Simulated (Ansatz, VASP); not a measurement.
# AlIn3Sb2: VASP beside Ansatz

The input INCAR:

```
  PREC = Accurate
  ENCUT = 600
  EDIFF = 1E-7
  ISMEAR = 0
  SIGMA = 0.1
  LREAL = False
  LASPH = True
  NELM = 80
  ALGO = Normal
  ISIF = 3
  LWAVE = False
  LCHARG = False
  GGA = PE
  IBRION = 2
  NSW = 90
  EDIFFG = -0.04
```

File KPOINTS:

```
Automatic mesh
0
Gamma
  6 6 2
```

File POSCAR:

```
AlIn3Sb2
1.0
    4.4227481600      0.0000000000      0.0000000000
   -2.2113740800      3.8302122600      0.0000000000
    0.0000000000      0.0000000000      8.8581143100
Al In Sb
1 3 2
Direct
    0.0000000000      0.0000000000      0.0000000000
    0.0000000000      0.0000000000      0.5000000000
    0.3333333300      0.6666666700      0.0000000000
    0.3333333300      0.6666666700      0.5000000000
    0.6666666700      0.3333333300      0.2376510100
    0.6666666700      0.3333333300      0.7623489900
```

Input for Ansatz:

```yaml
crystal:
  lattice:
    - [4.42274816, 0.0, 0.0]
    - [-2.21137408, 3.83021226, 0.0]
    - [0.0, 0.0, 8.85811431]
  atoms:
    - { symbol: Al, position: [0.0, 0.0, 0.0] }
    - { symbol: In, position: [0.0, 0.0, 0.5] }
    - { symbol: In, position: [0.33333333, 0.66666667, 0.0] }
    - { symbol: In, position: [0.33333333, 0.66666667, 0.5] }
    - { symbol: Sb, position: [0.66666667, 0.33333333, 0.23765101] }
    - { symbol: Sb, position: [0.66666667, 0.33333333, 0.76234899] }
basis:
  ecutwfc: 420
kpoints:
  mp_grid: { grid: [6, 6, 2] }
hamiltonian:
  xc: pbe
scf:
  occupations: { method: gaussian, width: 0.1 }
  lower_state_search: "off"
output:
  forces: true
  stress: true
  eigenvalues: true
relax:
  adjacent_minimum: "off"
  f_tol: 0.04
  max_steps: 70
  cell: { stress_tol: 0.4 }
```

Change from the starting cell: species swapped into the Ce2CoSi3 type (P-6m2, No. 187).

Alike in both runs: task relaxation of cell and atoms; functional PBE; k mesh 6 × 6 × 2; occupations gaussian, width 0.1 eV; no spin polarisation.

|  | VASP | Ansatz |
| --- | --- | --- |
| version | VASP 6.6.1 | Ansatz 0.2.0 |
| potentials or method | VASP PAW PBE potentials, release 64 (Al, In_d, Sb), cutoff 600 eV | scalar-relativistic, plane waves, PAW |
| valence electrons in the cell | 52 | 72 |

Ansatz gave:

```
gap on the k mesh at the Fermi level, each at its own relaxed structure (eV) : none
relaxed volume (Å³/atom)                                                     : 26.02
relaxed cell length with the largest relative difference (Å)                 : 5.261
```

**Question.** Which values does VASP return?

**Answer.** gap on the k mesh at the Fermi level, each at its own relaxed structure (eV): none; relaxed volume (Å³/atom): 26.16; relaxed cell length with the largest relative difference (Å): 5.288.

A gap of «none» marks a metal or a gap that the smearing closes. VASP's potentials hold 52 valence electrons a cell and Ansatz's 72, so a difference there can come from the potentials and not from the codes.

Neither program's run includes spin-orbit coupling. Noted on VASP's run: too few bands were computed for a metal, which touches its energy and stress.
